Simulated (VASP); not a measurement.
# SnSe in VASP: a series of runs

SnSe is run at these levels: r2SCAN; tasks: single point.

Everything below comes from runs of VASP 6.6.1. Logs are shortened: lines on timing, memory, paths and dates and some standing lists are left out, and cuts for length are marked.

**1. The cell of the first run**

The cell holds a slab with vacuum, 4 atoms: a = 4.608 Å, b = 3.965 Å, c = 10.990 Å, α = 90.00°, β = 90.00°, γ = 90.00°.

**2. Single point, r2SCAN (strain +0.0750 x Voigt [1, -1, 0, 0, 0, 0])**

The input, POSCAR:

```
SnSe
1.0
    4.6075519346      0.0000000000      0.0000000000
    0.0000000000      3.9646377112      0.0000000000
    0.0000000000      0.0000000000     10.9898489716
Sn Se
2 2
Direct
    0.5000000000      0.0000000000      0.3713940265
    0.0000000000      0.5000000000      0.6286059735
    0.5000000000      0.0000000000      0.6150878825
    0.0000000000      0.5000000000      0.3849121175
```

The input, INCAR.step1:

```
SYSTEM = SnSe
  ALGO = Normal
  EDIFF = 1E-4
  ENCUT = 520
  GGA = PE
  ISMEAR = 0
  LASPH = .TRUE.
  LCHARG = .FALSE.
  LREAL = .FALSE.
  LWAVE = .TRUE.
  NBANDS = 28
  NELM = 60
  PREC = Accurate
  SIGMA = 0.05
```

The input, INCAR.step2:

```
SYSTEM = SnSe
  ALGO = Normal
  EDIFF = 1E-7
  ENCUT = 520
  ISIF = 2
  ISMEAR = 0
  ISTART = 1
  LASPH = .TRUE.
  LCHARG = .TRUE.
  LELF = .TRUE.
  LMIXTAU = .TRUE.
  LREAL = .FALSE.
  LVHAR = .TRUE.
  LWAVE = .FALSE.
  METAGGA = R2SCAN
  NBANDS = 28
  NELM = 60
  PREC = Accurate
  SIGMA = 0.05
```

The input, KPOINTS:

```
k-points
0
G
  6 6 4
  0 0 0
```

Potentials or basis: VASP PAW PBE potentials, release 64 (Sn_d, Se).

Started as:

```bash
cat potpaw_PBE.64/Sn_d/POTCAR potpaw_PBE.64/Se/POTCAR > POTCAR
cp INCAR.step1 INCAR
mpirun -np 1 vasp_std > vasp.out
cp INCAR.step2 INCAR
mpirun -np 1 vasp_std > vasp.out
```

OUTCAR:

```text
SYSTEM = SnSe
   EDIFF = 1E-7
   ENCUT = 520
   ISIF = 2
   ISMEAR = 0
   ISTART = 1
   LASPH = .TRUE.
   LREAL = .FALSE.
   METAGGA = R2SCAN
   NELM = 60
   PREC = Accurate

 ion  position               nearest neighbor table
   1  0.500  0.000  0.371-   3 2.68   4 3.04   4 3.04   4 3.04   4 3.04
   2  0.000  0.500  0.629-   4 2.68   3 3.04   3 3.04   3 3.04   3 3.04
   3  0.500  0.000  0.615-   1 2.68   2 3.04   2 3.04   2 3.04   2 3.04
   4  0.000  0.500  0.385-   2 2.68   1 3.04   1 3.04   1 3.04   1 3.04

  LATTYP: Found a simple orthorhombic cell.
 ALAT       =     3.9646377112
 B/A-ratio  =     1.1621621622
 C/A-ratio  =     2.7719680264

  Lattice vectors:

 A1 = (   0.0000000000,  -3.9646377112,   0.0000000000)
 A2 = (   4.6075519346,   0.0000000000,   0.0000000000)
 A3 = (   0.0000000000,   0.0000000000,  10.9898489716)

Analysis of symmetry for initial positions (statically):
=====================================================================
 Subroutine PRICEL returns:
 Original cell was already a primitive cell.

 Routine SETGRP: Setting up the symmetry group for a
 simple orthorhombic supercell.

 Subroutine GETGRP returns: Found  8 space group operations
 (whereof  4 operations were pure point group operations)
 out of a pool of  8 trial point group operations.

The static configuration has the point symmetry C_2v.
 The point group associated with its full space group is D_2h.

Analysis of symmetry for dynamics (positions and initial velocities):
=====================================================================
 Subroutine PRICEL returns:
 Original cell was already a primitive cell.

 Routine SETGRP: Setting up the symmetry group for a
 simple orthorhombic supercell.

 Subroutine GETGRP returns: Found  8 space group operations
 (whereof  4 operations were pure point group operations)
 out of a pool of  8 trial point group operations.

The dynamic configuration has the point symmetry C_2v.
 The point group associated with its full space group is D_2h.

 Subroutine INISYM returns: Found  8 space group operations
 (whereof  4 operations are pure point group operations),
 and found     1 'primitive' translations

----------------------------------------------------------------------------------------

                                     Primitive cell

  volume of cell :     200.7546

  direct lattice vectors                    reciprocal lattice vectors
     4.607551935  0.000000000  0.000000000     0.217034993  0.000000000  0.000000000
     0.000000000  3.964637711  0.000000000     0.000000000  0.252229856  0.000000000
     0.000000000  0.000000000 10.989848972     0.000000000  0.000000000  0.090993061

  length of vectors
     4.607551935  3.964637711 10.989848972     0.217034993  0.252229856  0.090993061

  position of ions in fractional coordinates (direct lattice)
     0.500000000  0.000000000  0.371394026
     0.000000000  0.500000000  0.628605974
     0.500000000  0.000000000  0.615087882
     0.000000000  0.500000000  0.384912118

  ion indices of the primitive-cell ions
   primitive index   ion index
                 1           1
                 2           2
                 3           3
                 4           4

----------------------------------------------------------------------------------------

 KPOINTS: k-points

Automatic generation of k-mesh.
 Grid dimensions read from file:
 generate k-points for:    6    6    4

 Generating k-lattice:

  Cartesian coordinates                     Fractional coordinates (reciprocal lattice)
     0.036172499  0.000000000  0.000000000     0.166666667  0.000000000  0.000000000
     0.000000000  0.042038309  0.000000000     0.000000000  0.166666667  0.000000000
     0.000000000  0.000000000  0.022748265     0.000000000  0.000000000  0.250000000

  Length of vectors
     0.036172499  0.042038309  0.022748265

  Shift w.r.t. Gamma in fractional coordinates (k-lattice)
     0.000000000  0.000000000  0.000000000

 Subroutine IBZKPT returns following result:
 ===========================================

 Found     48 irreducible k-points:

 Following reciprocal coordinates:
            Coordinates               Weight
  0.000000  0.000000  0.000000      1.000000
  0.166667  0.000000  0.000000      2.000000
  0.333333  0.000000  0.000000      2.000000
  0.500000  0.000000  0.000000      1.000000
  0.000000  0.166667  0.000000      2.000000
  0.166667  0.166667  0.000000      4.000000
[... 16 lines left out ...]
  0.333333  0.166667  0.250000      8.000000
  0.500000  0.166667  0.250000      4.000000
 [... further k-points ...]
   k-points           NKPTS =     48   k-points in BZ     NKDIM =     48   number of bands    NBANDS=     28
   number of dos      NEDOS =    301   number of ions     NIONS =      4
   total plane-waves  NPLWV =  90720
   dimension x,y,z NGX =    36 NGY =   30 NGZ =   84
   dimension x,y,z NGXF=    72 NGYF=   60 NGZF=  168
   ions per type =               2   2
   NGX,Y,Z   is equivalent  to a cutoff of  12.99, 12.58, 12.71 a.u.
   NGXF,Y,Z  is equivalent  to a cutoff of  25.98, 25.16, 25.41 a.u.
 SYSTEM =  SnSe
   PREC   = accura    normal or accurate (medium, high low for compatibility)
   ISTART =      1    job   : 0-new  1-cont  2-samecut
   ICHARG =      0    charge: 1-file 2-atom 10-const
   ISPIN  =      1    spin polarized calculation?
   LNONCOLLINEAR =      F non collinear calculations
   LSORBIT =      F    spin-orbit coupling
   LASPH  =      T    aspherical Exc in radial PAW
   ENCUT  =  520.0 eV  38.22 Ry    6.18 a.u.   8.57  7.37 20.43*2*pi/ulx,y,z
   NELM   =     60;   NELMIN=  2; NELMDL=  0     # of ELM steps
   EDIFF  = 0.1E-06   stopping-criterion for ELM
   LREAL  =      F    real-space projection
   EDIFFG = 0.1E-05   stopping-criterion for IOM
   NSW    =      0    number of steps for IOM
   IBRION =     -1    ionic relax: 0-MD 1-quasi-New 2-CG
   NFREE  =      0    steps in history (QN), initial steepest desc. (CG)
   ISIF   =      2    stress and relaxation
   ISYM   =      2    0-nonsym 1-usesym 2-fastsym
   POTIM  = 0.5000    time-step for ionic-motion
   TEBEG  =    0.0;   TEEND  =   0.0 temperature during run
   PSTRESS=    0.0 pullay stress
   NELECT =      40.0000    total number of electrons
   NUPDOWN=      -1.0000    fix difference up-down
   EMIN   =  10.00;   EMAX   =-10.00  energy-range for DOS
   EFERMI =   0.00;   METHOD = LEGACY
   ISMEAR =     0;   SIGMA  =   0.05  broadening in eV -4-tet -1-fermi 0-gaus
   EFERMI_NEDOS =   21; number of points for ismear=-14 and -15
   IALGO  =     38    algorithm
   IMIX   =      4    mixing-type and parameters
     AMIX     =   0.40;   BMIX     =  1.00
     AMIX_MAG =   1.60;   BMIX_MAG =  1.00
  volume/ion in A,a.u.               =      50.19       338.69
  Fermi-wavevector in a.u.,A,eV,Ry     =   0.956180  1.806918 12.439538  0.914280
  Thomas-Fermi vector in A             =   2.085085
   LORBIT       =      0    0 simple, 1 ext, 2 COOP (PROOUT), +10 PAW based schemes
   METAGGA = R2SCAN    functional components
   LHFCALC =     F    Hartree Fock is set to
   AEXX    =    0.0000 exact exchange contribution
   IVDW    =     0    specifies the selected vdW correction
   LEPSILON=     F    determine dielectric tensor
   LRPA    =     F    only Hartree local field effects (RPA)
 non-spin polarized calculation
 Gauss-broadening in eV      SIGMA  =   0.05
  energy-cutoff  :      520.00
  volume of cell :      200.75
 maximum number of plane-waves:      5435
 NGX is ok and might be reduce to    36
   NGX = 17   NGY = 15   NGZ = 41

 number of electron      40.0000007 magnetization

 Free energy of the ion-electron system (eV)
  ---------------------------------------------------
  ext. energy  EPLUGINS =         0.00000000
  ---------------------------------------------------
  free energy    TOTEN  =       -79.42997880 eV

  energy without entropy =      -79.42997880  energy(sigma->0) =      -79.42997880

 E-fermi :   0.9734     XC(G=0):  -6.2314

 val. band max:        0.6622474915   @ k =   0.5000   0.0000   0.0000
 cond. band min:       1.5749901754   @ k =   0.0000   0.5000   0.0000
 fundamental gap:      0.9127426839
 Fermi energy:         0.9734497268

 k-point     1 :       0.0000    0.0000    0.0000
  band No.  band energies     occupation
      1     -21.3381      2.00000
      2     -21.3335      2.00000
      3     -21.3217      2.00000
      4     -21.3153      2.00000
      5     -21.2932      2.00000
      6     -21.2643      2.00000
[... 20 lines left out ...]
     27       6.5643      0.00000
     28       7.0359      0.00000

 k-point     2 :       0.1667    0.0000    0.0000
  band No.  band energies     occupation
      1     -21.3372      2.00000
      2     -21.3331      2.00000
      3     -21.3224      2.00000
      4     -21.3170      2.00000
      5     -21.2896      2.00000
      6     -21.2633      2.00000
[... 20 lines left out ...]
     27       6.1948      0.00000
     28       6.4490      0.00000

 k-point     3 :       0.3333    0.0000    0.0000
  band No.  band energies     occupation
      1     -21.3351      2.00000
      2     -21.3327      2.00000
      3     -21.3236      2.00000
      4     -21.3205      2.00000
      5     -21.2808      2.00000
      6     -21.2654      2.00000
[... 20 lines left out ...]
     27       5.7697      0.00000
     28       7.0570      0.00000

 k-point     4 :       0.5000    0.0000    0.0000
  band No.  band energies     occupation
      1     -21.3333      2.00000
      2     -21.3333      2.00000
      3     -21.3232      2.00000
      4     -21.3232      2.00000
      5     -21.2716      2.00000
      6     -21.2716      2.00000
[... 20 lines left out ...]
     27       6.5414      0.00000
     28       6.5414      0.00000

 k-point     5 :       0.0000    0.1667    0.0000
  band No.  band energies     occupation
      1     -21.3310      2.00000
      2     -21.3272      2.00000
      3     -21.3251      2.00000
      4     -21.3197      2.00000
      5     -21.2896      2.00000
      6     -21.2655      2.00000
[... 20 lines left out ...]
     27       6.2818      0.00000
     28       6.7282      0.00000

 k-point     6 :       0.1667    0.1667    0.0000
  band No.  band energies     occupation
      1     -21.3302      2.00000
      2     -21.3276      2.00000
      3     -21.3255      2.00000
      4     -21.3220      2.00000
      5     -21.2858      2.00000
      6     -21.2652      2.00000
[... 463 lines left out ...]
      5     -21.2896      2.00000
      6     -21.2655      2.00000
[... 20 lines left out ...]
     27       6.2453      0.00000
     28       6.7295      0.00000

 k-point    22 :       0.1667    0.1667    0.2500
  band No.  band energies     occupation
      1     -21.3302      2.00000
      2     -21.3276      2.00000
      3     -21.3255      2.00000
      4     -21.3220      2.00000
      5     -21.2858      2.00000
      6     -21.2652      2.00000
[... 20 lines left out ...]
     27       6.0419      0.00000
     28       7.2647      0.00000

 k-point    23 :       0.3333    0.1667    0.2500
  band No.  band energies     occupation
      1     -21.3298      2.00000
      2     -21.3296      2.00000
      3     -21.3249      2.00000
      4     -21.3249      2.00000
      5     -21.2775      2.00000
      6     -21.2652      2.00000
[... 20 lines left out ...]
     27       6.2444      0.00000
     28       7.1388      0.00000

 k-point    24 :       0.5000    0.1667    0.2500
  band No.  band energies     occupation
      1     -21.3307      2.00000
      2     -21.3307      2.00000
      3     -21.3248      2.00000
      4     -21.3248      2.00000
      5     -21.2699      2.00000
      6     -21.2699      2.00000
[... 20 lines left out ...]
     27       6.9113      0.00000
     28       6.9113      0.00000

 [... further k-points ...]

------------------------ aborting loop because EDIFF is reached ----------------------------------------

  FORCE on cell =-STRESS in cart. coord.  units (eV):
  Direction    XX          YY          ZZ          XY          YZ          ZX
  --------------------------------------------------------------------------------------
  -------------------------------------------------------------------------------------
  Total       -1.8206478      2.0173765     -0.2745873      0.0000000      0.0000000      0.0000000
  in kB      -14.5301816     16.1002299     -2.1914198      0.0000000      0.0000000      0.0000000
  external PRESSURE =      -0.2071238 kB  Pullay stress =       0.0000000 kB

 VOLUME and BASIS-vectors are now :
 -----------------------------------------------------------------------------
  energy-cutoff  :      520.00
  volume of cell :      200.75
      direct lattice vectors                 reciprocal lattice vectors
     4.607551935  0.000000000  0.000000000     0.217034993  0.000000000  0.000000000
     0.000000000  3.964637711  0.000000000     0.000000000  0.252229856  0.000000000
     0.000000000  0.000000000 10.989848972     0.000000000  0.000000000  0.090993061

 POSITION                                       TOTAL-FORCE (eV/Angst)
 -----------------------------------------------------------------------------------
      2.30378      0.00000      4.08156         0.000000      0.000000      0.050814
      0.00000      1.98232      6.90828         0.000000      0.000000     -0.050814
      2.30378      0.00000      6.75972         0.000000      0.000000     -0.033520
      0.00000      1.98232      4.23013         0.000000      0.000000      0.033520
 -----------------------------------------------------------------------------------
    total drift:                                0.000000     -0.000000      0.000000

  FREE ENERGIE OF THE ION-ELECTRON SYSTEM (eV)
  ---------------------------------------------------
  free  energy   TOTEN  =       -79.4299788042 eV

  energy  without entropy=      -79.4299788042  energy(sigma->0) =      -79.42997880
```

It took 28 min on 1 thread of Oxide Virtual Turin-like, shared host; peak memory 0.45 GiB.

What came out:

```
Free energy            : -79.4300 eV
Largest force          : 0.051 eV/Å
Band gap on the k mesh : 0.91 eV (least direct gap 1.57 eV)
```

Forces in eV/Å, atoms in the order of the input:
```
Sn   0.000  0.000  0.051
Sn   0.000  0.000 -0.051
Se   0.000  0.000 -0.034
Se   0.000  0.000  0.034
```

Caveat: the cell differs from its parent crystal (strain +0.0750 x Voigt [1, -1, 0, 0, 0, 0]); there is no dipole correction, which matters where the two faces differ; the PAW data sets were made with another functional, which shifts forces and pressure a little; spin-orbit coupling is left out, which moves the levels of the heavy elements.

**3. Single point, r2SCAN (strain +0.0625 x Voigt [1, -1, 0, 0, 0, 0])**

Edit POSCAR of step 2 so:

```diff
@@ -2,4 +2,4 @@
 1.0
-    4.6075519346      0.0000000000      0.0000000000
-    0.0000000000      3.9646377112      0.0000000000
+    4.5539757493      0.0000000000      0.0000000000
+    0.0000000000      4.0182138965      0.0000000000
     0.0000000000      0.0000000000     10.9898489716
```

The input, INCAR.step1:

```
SYSTEM = SnSe
ALGO = Normal
EDIFF = 1E-4
ENCUT = 520
GGA = PE
ISMEAR = 0
LASPH = .TRUE.
LCHARG = .FALSE.
LREAL = .FALSE.
LWAVE = .TRUE.
NBANDS = 28
NELM = 60
PREC = Accurate
SIGMA = 0.05
```

The input, INCAR.step2:

```
SYSTEM = SnSe
ALGO = Normal
EDIFF = 1E-6
ENCUT = 520
ISIF = 2
ISMEAR = 0
ISTART = 1
LASPH = .TRUE.
LCHARG = .TRUE.
LELF = .TRUE.
LMIXTAU = .TRUE.
LREAL = .FALSE.
LVHAR = .TRUE.
LWAVE = .FALSE.
METAGGA = R2SCAN
NBANDS = 28
NELM = 60
PREC = Accurate
SIGMA = 0.05
```

KPOINTS is that of step 2.

Potentials or basis: VASP PAW PBE potentials, release 64 (Sn_d, Se).

Started as:

```bash
cat potpaw_PBE.64/Sn_d/POTCAR potpaw_PBE.64/Se/POTCAR > POTCAR
cp INCAR.step1 INCAR
mpirun -np 1 vasp_std > vasp.out
cp INCAR.step2 INCAR
mpirun -np 1 vasp_std > vasp.out
```

OUTCAR:

```text
SYSTEM = SnSe
   EDIFF = 1E-6
   ENCUT = 520
   ISIF = 2
   ISMEAR = 0
   ISTART = 1
   LASPH = .TRUE.
   LREAL = .FALSE.
   METAGGA = R2SCAN
   NELM = 60
   PREC = Accurate

 ion  position               nearest neighbor table
   1  0.500  0.000  0.371-   3 2.68   4 3.04   4 3.04   4 3.04   4 3.04
   2  0.000  0.500  0.629-   4 2.68   3 3.04   3 3.04   3 3.04   3 3.04
   3  0.500  0.000  0.615-   1 2.68   2 3.04   2 3.04   2 3.04   2 3.04
   4  0.000  0.500  0.385-   2 2.68   1 3.04   1 3.04   1 3.04   1 3.04

  LATTYP: Found a simple orthorhombic cell.
 ALAT       =     4.0182138965
[... 940 lines left out ...]

 [... further k-points ...]
[... 5 lines left out ...]
  --------------------------------------------------------------------------------------
  -------------------------------------------------------------------------------------
  Total       -1.5204669      1.6433339     -0.1835813      0.0000000      0.0000000      0.0000000
  in kB      -12.1135677     13.0924496     -1.4625928      0.0000000      0.0000000      0.0000000
  external PRESSURE =      -0.1612370 kB  Pullay stress =       0.0000000 kB

 VOLUME and BASIS-vectors are now :
 -----------------------------------------------------------------------------
  energy-cutoff  :      520.00
  volume of cell :      201.10
      direct lattice vectors                 reciprocal lattice vectors
     4.553975749  0.000000000  0.000000000     0.219588345  0.000000000  0.000000000
     0.000000000  4.018213896  0.000000000     0.000000000  0.248866792  0.000000000
     0.000000000  0.000000000 10.989848972     0.000000000  0.000000000  0.090993061

 POSITION                                       TOTAL-FORCE (eV/Angst)
 -----------------------------------------------------------------------------------
      2.27699      0.00000      4.08156         0.000000      0.000000      0.031504
      0.00000      2.00911      6.90828         0.000000      0.000000     -0.031504
      2.27699      0.00000      6.75972         0.000000      0.000000     -0.019272
      0.00000      2.00911      4.23013         0.000000      0.000000      0.019272
 -----------------------------------------------------------------------------------
    total drift:                                0.000000     -0.000000      0.000000

  FREE ENERGIE OF THE ION-ELECTRON SYSTEM (eV)
  ---------------------------------------------------
  free  energy   TOTEN  =       -79.4741080845 eV

  energy  without entropy=      -79.4741080845  energy(sigma->0) =      -79.47410808
```

OUTCAR.step1:

```text
SYSTEM = SnSe
   EDIFF = 1E-4
   ENCUT = 520
   GGA = PE
   ISMEAR = 0
   LASPH = .TRUE.
   LREAL = .FALSE.
   NELM = 60
[... 975 lines left out ...]
      0.00000      2.00911      6.90828         0.000000      0.000000      0.109832
      2.27699      0.00000      6.75972         0.000000      0.000000      0.241229
      0.00000      2.00911      4.23013         0.000000      0.000000     -0.241229
 -----------------------------------------------------------------------------------
    total drift:                                0.000000     -0.000000      0.000000

  FREE ENERGIE OF THE ION-ELECTRON SYSTEM (eV)
  ---------------------------------------------------
  free  energy   TOTEN  =       -16.1526520068 eV

  energy  without entropy=      -16.1526520068  energy(sigma->0) =      -16.15265201
```

Wall time 24 min (1 thread of Oxide Virtual Turin-like, shared host); peak memory 0.45 GiB.

Results:

| Item | Value |
| --- | --- |
| Free energy | -79.4741 eV |
| Largest force | 0.032 eV/Å |
| Band gap on the k mesh | 1.07 eV (least direct gap 1.59 eV) |

Forces in eV/Å, atoms in the order of the input:
```
Sn   0.000  0.000  0.032
Sn   0.000  0.000 -0.032
Se   0.000  0.000 -0.019
Se   0.000  0.000  0.019
```

Caveat: the cell differs from its parent crystal (strain +0.0625 x Voigt [1, -1, 0, 0, 0, 0]); there is no dipole correction, which matters where the two faces differ; the PAW data sets were made with another functional, which shifts forces and pressure a little; spin-orbit coupling is left out, which moves the levels of the heavy elements.
